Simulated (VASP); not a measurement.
# Ir (P6_3/mmc) in VASP: further runs

The runs below take Ir through relaxation of shape and atoms at fixed volume, relaxation of cell and atoms, with PBEsol.

Everything below comes from runs of VASP 6.6.1. Logs are shortened: lines on timing, memory, paths and dates and some standing lists are left out, and cuts for length are marked.

## Step 1: The cell of the first run

It takes space group P6_3/mmc (No. 194, hexagonal). The conventional cell has a = 2.567 Å, b = 2.567 Å, c = 4.159 Å, α = 90.00°, β = 90.00°, γ = 120.00°. Within 3.4 Å of Ir (site symmetry -6m2) lie 12 Ir at 2.55 to 2.57 Å.

This isn't the form of Ir at room conditions, which is fcc.

## Step 2: Relaxation of shape and atoms at fixed volume, PBEsol

File INCAR:

```
SYSTEM = Ir
PREC = Accurate
ENCUT = 600
EDIFF = 1E-7
ISMEAR = -1
SIGMA = 0.08
LREAL = .FALSE.
LASPH = .TRUE.
NELM = 60
ALGO = Normal
ISIF = 4
LWAVE = .FALSE.
LCHARG = .FALSE.
GGA = PS
IBRION = 2
NSW = 50
EDIFFG = -0.005
```

File KPOINTS:

```
Automatic mesh
0
G
  16 16 9
  0 0 0
```

File POSCAR:

```
Ir
1.0
    2.5665479416      0.0000000000      0.0000000000
   -1.2832739708      2.2226957175      0.0000000000
    0.0000000000      0.0000000000      4.1590816301
Ir
2
Direct
    0.3333333333      0.6666666667      0.2500000000
    0.6666666667      0.3333333333      0.7500000000
```

Potentials or basis: VASP PAW PBE potentials, release 64 (Ir).

The run is started by

```
cat potpaw_PBE.64/Ir/POTCAR > POTCAR
mpirun -np 1 vasp_std > vasp.out
```

OUTCAR:

```text
SYSTEM = Ir
   PREC = Accurate
   ENCUT = 600
   EDIFF = 1E-7
   ISMEAR = -1
   LREAL = .FALSE.
   LASPH = .TRUE.
   NELM = 60
   ISIF = 4
   GGA = PS
   IBRION = 2
   NSW = 50
   EDIFFG = -0.005

 ion  position               nearest neighbor table
   1  0.333  0.667  0.250-   2 2.55   2 2.55   2 2.55   2 2.55   2 2.55   2 2.55
   2  0.667  0.333  0.750-   1 2.55   1 2.55   1 2.55   1 2.55   1 2.55   1 2.55

  LATTYP: Found a hexagonal cell.
 ALAT       =     2.5665479416
 C/A-ratio  =     1.6204963728

  Lattice vectors:

 A1 = (   2.5665479416,   0.0000000000,   0.0000000000)
 A2 = (  -1.2832739708,   2.2226957175,   0.0000000000)
 A3 = (   0.0000000000,   0.0000000000,   4.1590816301)

Analysis of symmetry for initial positions (statically):
=====================================================================
 Subroutine PRICEL returns:
 Original cell was already a primitive cell.

 Routine SETGRP: Setting up the symmetry group for a
 hexagonal supercell.

 Subroutine GETGRP returns: Found 24 space group operations
 (whereof 12 operations were pure point group operations)
 out of a pool of 24 trial point group operations.

The static configuration has the point symmetry D_3d.
 The point group associated with its full space group is D_6h.

Analysis of symmetry for dynamics (positions and initial velocities):
=====================================================================
 Subroutine PRICEL returns:
 Original cell was already a primitive cell.

 Routine SETGRP: Setting up the symmetry group for a
 hexagonal supercell.

 Subroutine GETGRP returns: Found 24 space group operations
 (whereof 12 operations were pure point group operations)
 out of a pool of 24 trial point group operations.

The dynamic configuration has the point symmetry D_3d.
 The point group associated with its full space group is D_6h.

 Subroutine INISYM returns: Found 24 space group operations
 (whereof 12 operations are pure point group operations),
 and found     1 'primitive' translations

----------------------------------------------------------------------------------------

                                     Primitive cell

  volume of cell :      23.7261

  direct lattice vectors                    reciprocal lattice vectors
     2.566547942  0.000000000  0.000000000     0.389628412  0.224952069  0.000000000
    -1.283273971  2.222695718  0.000000000     0.000000000  0.449904138  0.000000000
     0.000000000  0.000000000  4.159081630     0.000000000  0.000000000  0.240437695

  length of vectors
     2.566547942  2.566547942  4.159081630     0.449904138  0.449904138  0.240437695

  position of ions in fractional coordinates (direct lattice)
     0.333333333  0.666666667  0.250000000
     0.666666667  0.333333333  0.750000000

  ion indices of the primitive-cell ions
   primitive index   ion index
                 1           1
                 2           2

----------------------------------------------------------------------------------------

 KPOINTS: Automatic mesh

Automatic generation of k-mesh.
 Grid dimensions read from file:
 generate k-points for:   16   16    9

 Generating k-lattice:

  Cartesian coordinates                     Fractional coordinates (reciprocal lattice)
     0.024351776  0.014059504  0.000000000     0.062500000  0.000000000  0.000000000
     0.000000000  0.028119009  0.000000000     0.000000000  0.062500000  0.000000000
     0.000000000  0.000000000  0.026715299     0.000000000  0.000000000  0.111111111

  Length of vectors
     0.028119009  0.028119009  0.026715299

  Shift w.r.t. Gamma in fractional coordinates (k-lattice)
     0.000000000  0.000000000  0.000000000

 Subroutine IBZKPT returns following result:
 ===========================================

 Found    150 irreducible k-points:

 Following reciprocal coordinates:
            Coordinates               Weight
  0.000000  0.000000  0.000000      1.000000
  0.062500  0.000000  0.000000      6.000000
  0.125000  0.000000  0.000000      6.000000
  0.187500 -0.000000  0.000000      6.000000
  0.250000  0.000000  0.000000      6.000000
  0.312500 -0.000000  0.000000      6.000000
[... 16 lines left out ...]
  0.187500  0.187500  0.000000      6.000000
  0.250000  0.187500  0.000000     12.000000
 [... further k-points ...]
   k-points           NKPTS =    150   k-points in BZ     NKDIM =    150   number of bands    NBANDS=     13
   number of dos      NEDOS =    301   number of ions     NIONS =      2
   total plane-waves  NPLWV =  20736
   dimension x,y,z NGX =    24 NGY =   24 NGZ =   36
   dimension x,y,z NGXF=    48 NGYF=   48 NGZF=   72
   ions per type =               2
   NGX,Y,Z   is equivalent  to a cutoff of  15.55, 15.55, 14.39 a.u.
   NGXF,Y,Z  is equivalent  to a cutoff of  31.09, 31.09, 28.78 a.u.
 SYSTEM =  Ir
   PREC   = accura    normal or accurate (medium, high low for compatibility)
   ISTART =      0    job   : 0-new  1-cont  2-samecut
   ICHARG =      2    charge: 1-file 2-atom 10-const
   ISPIN  =      1    spin polarized calculation?
   LNONCOLLINEAR =      F non collinear calculations
   LSORBIT =      F    spin-orbit coupling
   LASPH  =      T    aspherical Exc in radial PAW
   ENCUT  =  600.0 eV  44.10 Ry    6.64 a.u.   5.13  5.13  8.31*2*pi/ulx,y,z
   NELM   =     60;   NELMIN=  2; NELMDL= -5     # of ELM steps
   EDIFF  = 0.1E-06   stopping-criterion for ELM
   LREAL  =      F    real-space projection
   EDIFFG = -.5E-02   stopping-criterion for IOM
   NSW    =     50    number of steps for IOM
   IBRION =      2    ionic relax: 0-MD 1-quasi-New 2-CG
   NFREE  =      1    steps in history (QN), initial steepest desc. (CG)
   ISIF   =      4    stress and relaxation
   ISYM   =      2    0-nonsym 1-usesym 2-fastsym
   POTIM  = 0.5000    time-step for ionic-motion
   TEBEG  =    0.0;   TEEND  =   0.0 temperature during run
   PSTRESS=    0.0 pullay stress
   NELECT =      18.0000    total number of electrons
   NUPDOWN=      -1.0000    fix difference up-down
   EMIN   =  10.00;   EMAX   =-10.00  energy-range for DOS
   EFERMI =   0.00;   METHOD = LEGACY
   ISMEAR =    -1;   SIGMA  =   0.08  broadening in eV -4-tet -1-fermi 0-gaus
   EFERMI_NEDOS =   21; number of points for ismear=-14 and -15
   IALGO  =     38    algorithm
   IMIX   =      4    mixing-type and parameters
     AMIX     =   0.40;   BMIX     =  1.00
     AMIX_MAG =   1.60;   BMIX_MAG =  1.00
  volume/ion in A,a.u.               =      11.86        80.06
  Fermi-wavevector in a.u.,A,eV,Ry     =   1.493104  2.821557 30.332277  2.229359
  Thomas-Fermi vector in A             =   2.605547
   LORBIT       =      0    0 simple, 1 ext, 2 COOP (PROOUT), +10 PAW based schemes
   GGA     = PS    functional components
   LHFCALC =     F    Hartree Fock is set to
   AEXX    =    0.0000 exact exchange contribution
   IVDW    =     0    specifies the selected vdW correction
   LEPSILON=     F    determine dielectric tensor
   LRPA    =     F    only Hartree local field effects (RPA)
 conjugate gradient relaxation of ions
 non-spin polarized calculation
  energy-cutoff  :      600.00
  volume of cell :       23.73
 maximum number of plane-waves:       808
 NGX is ok and might be reduce to    24
   NGX = 11   NGY = 11   NGZ = 17

--------------------------------------- Ionic step        1  -------------------------------------------

 number of electron      18.0000001 magnetization

 Free energy of the ion-electron system (eV)
  ---------------------------------------------------
  ext. energy  EPLUGINS =         0.00000000
  ---------------------------------------------------
  free energy    TOTEN  =       -18.23001602 eV

  energy without entropy =      -18.19183756  energy(sigma->0) =      -18.21092679

------------------------ aborting loop because EDIFF is reached ----------------------------------------

  FORCE on cell =-STRESS in cart. coord.  units (eV):
  Direction    XX          YY          ZZ          XY          YZ          ZX
  --------------------------------------------------------------------------------------
  -------------------------------------------------------------------------------------
  Total       15.5660390     15.5660390     16.0010825      0.0000000      0.0000000      0.0000000
  in kB     1051.1431388   1051.1431389   1080.5207403      0.0000000      0.0000000      0.0000000
  external PRESSURE =    1060.9356727 kB  Pullay stress =       0.0000000 kB
[... 57 lines left out ...]
  energy  without entropy=      -18.1904533401  energy(sigma->0) =      -18.20960306

--------------------------------------- Ionic step        3  -------------------------------------------

 number of electron      18.0000000 magnetization

 Free energy of the ion-electron system (eV)
  ---------------------------------------------------
  ext. energy  EPLUGINS =         0.00000000
  ---------------------------------------------------
  free energy    TOTEN  =       -18.23055138 eV

  energy without entropy =      -18.19232258  energy(sigma->0) =      -18.21143698

 E-fermi :  13.7862     XC(G=0): -15.1517

 val. band max:       13.7828582543   @ k =   0.3750   0.0625   0.1111
 cond. band min:      13.7882382475   @ k =   0.3750  -0.0000   0.2222
 fundamental gap:      0.0053799932
 Fermi energy:        13.7861764189

 k-point     1 :       0.0000    0.0000    0.0000
  band No.  band energies     occupation
      1       0.3944      2.00000
      2       3.3910      2.00000
      3       8.5147      2.00000
      4       8.6578      2.00000
      5       8.6578      2.00000
      6       9.5443      2.00000
      7       9.5443      2.00000
      8      10.6489      2.00000
      9      10.6489      2.00000
     10      12.4203      2.00000
     11      14.1164      0.03171
     12      14.1164      0.03171
     13      22.5888      0.00000
[... 353 lines left out ...]
 k-point    24 :       0.2500    0.1875    0.0000
  band No.  band energies     occupation
      1       5.0077      2.00000
      2       5.4387      2.00000
      3       5.6373      2.00000
      4       6.6856      2.00000
      5       7.9666      2.00000
      6       9.2104      2.00000
      7       9.5565      2.00000
      8      11.7325      2.00000
      9      14.0483      0.07275
     10      14.5414      0.00016
     11      15.7449      0.00000
     12      22.3962      0.00000
     13      24.2097      0.00000

 [... further k-points ...]

------------------------ aborting loop because EDIFF is reached ----------------------------------------

  FORCE on cell =-STRESS in cart. coord.  units (eV):
  Direction    XX          YY          ZZ          XY          YZ          ZX
  --------------------------------------------------------------------------------------
  -------------------------------------------------------------------------------------
  Total       15.7050422     15.7050422     15.7043581      0.0000000      0.0000000      0.0000000
  in kB     1060.5297412   1060.5297413   1060.4835459      0.0000000      0.0000000      0.0000000
  external PRESSURE =    1060.5143428 kB  Pullay stress =       0.0000000 kB
[... 17 lines left out ...]
  FREE ENERGIE OF THE ION-ELECTRON SYSTEM (eV)
  ---------------------------------------------------
  free  energy   TOTEN  =       -18.2305513790 eV

  energy  without entropy=      -18.1923225768  energy(sigma->0) =      -18.21143698

 reached required accuracy - stopping structural energy minimisation
```

It took 2 min on 1 thread of Intel Xeon 8259CL, shared host; peak memory 0.2 GiB.

Results:

* Free energy: -18.2306 eV
* Energy gained by relaxing: 0.3 meV/atom
* Ionic steps: 3
* Pressure after relaxing: 106.1 GPa
* Band gap on the k mesh: zero (bands 9 and 10 overlap by 4.42 eV)

Step by step:
| step | energy change (eV) | largest force (eV/Å) | pressure (GPa) | volume (Å³) |
| --- | --- | --- | --- | --- |
| 1 | 0.0000 | 0.0000 | 106.09 | 23.73 |
| 2 | 0.0013 | 0.0000 | 106.02 | 23.73 |
| 3 | -0.0005 | 0.0000 | 106.05 | 23.73 |

Final structure:
```
CELL_PARAMETERS angstrom
2.56338 0.00000 0.00000
-1.28169 2.21995 0.00000
0.00000 0.00000 4.16937
ATOMIC_POSITIONS crystal
Ir 0.33333 0.66667 0.25000
Ir 0.66667 0.33333 0.75000
```

Levels at points of the mesh, in eV from the Fermi level:
```csv
k point,band 6,band 7,band 8,band 9,band 10,band 11,band 12,band 13
"(0.00, 0.00, 0.00)",-4.24,-4.24,-3.14,-3.14,-1.37,0.33,0.33,8.80
"(0.50, 0.00, 0.00)",-4.38,-3.94,1.03,1.35,1.59,3.76,5.44,9.47
```

Caveat: the PAW data sets were made with another functional, which shifts forces and pressure a little; spin-orbit coupling is left out, which moves the levels of the heavy elements.

## Step 3: Relaxation of shape and atoms at fixed volume, PBEsol

This run uses another cell than the first one, of 12.99 Å³/atom.

File INCAR:

```
SYSTEM = Ir
PREC = Accurate
ENCUT = 600
EDIFF = 1E-6
ISMEAR = -1
SIGMA = 0.08
LREAL = .False.
LASPH = .True.
NELM = 60
ALGO = Normal
ISIF = 4
LWAVE = .False.
LCHARG = .False.
GGA = PS
IBRION = 2
NSW = 50
EDIFFG = -0.005
```

File KPOINTS:

```
Automatic mesh
0
Gamma
  16 16 9
  0 0 0
```

File POSCAR:

```
Ir
1.0
    2.6455677926      0.0000000000      0.0000000000
   -1.3227838963      2.2911289159      0.0000000000
    0.0000000000      0.0000000000      4.2871330121
Ir
2
Direct
    0.3333333333      0.6666666667      0.2500000000
    0.6666666667      0.3333333333      0.7500000000
```

Potentials or basis: VASP PAW PBE potentials, release 64 (Ir).

The run is started by

```
cat potpaw_PBE.64/Ir/POTCAR > POTCAR
mpirun -np 1 vasp_std > vasp.out
```

Wall time 98 s (1 thread of Intel Xeon 8259CL, shared host); peak memory 0.21 GiB.

Results (log left out):

```
Free energy               : -19.2312 eV
Energy gained by relaxing : 0.1 meV/atom
Ionic steps               : 3
Pressure after relaxing   : 41.1 GPa
Band gap on the k mesh    : zero (bands 9 and 10 overlap by 3.81 eV)
```

The path:
```csv
step,energy change (eV),largest force (eV/Å),pressure (GPa),volume (Å³)
1,0.0000,0.0000,41.11,25.99
2,0.0000,0.0000,41.07,25.99
3,-0.0001,0.0000,41.08,25.99
```

Final structure:
```
CELL_PARAMETERS angstrom
2.64376 0.00000 0.00000
-1.32188 2.28956 0.00000
0.00000 0.00000 4.29301
ATOMIC_POSITIONS crystal
Ir 0.33333 0.66667 0.25000
Ir 0.66667 0.33333 0.75000
```

Levels at points of the mesh, in eV from the Fermi level:
| k point | band 7 | band 8 | band 9 | band 10 | band 11 | band 12 |
| --- | --- | --- | --- | --- | --- | --- |
| (0.00, 0.00, 0.00) | -3.68 | -2.74 | -2.74 | -1.14 | 0.30 | 0.30 |
| (0.50, 0.00, 0.00) | -3.45 | 0.85 | 1.14 | 1.34 | 3.31 | 4.87 |

Caveat: the PAW data sets were made with another functional, which shifts forces and pressure a little; spin-orbit coupling is left out, which moves the levels of the heavy elements.

[end of part 1 of 2]
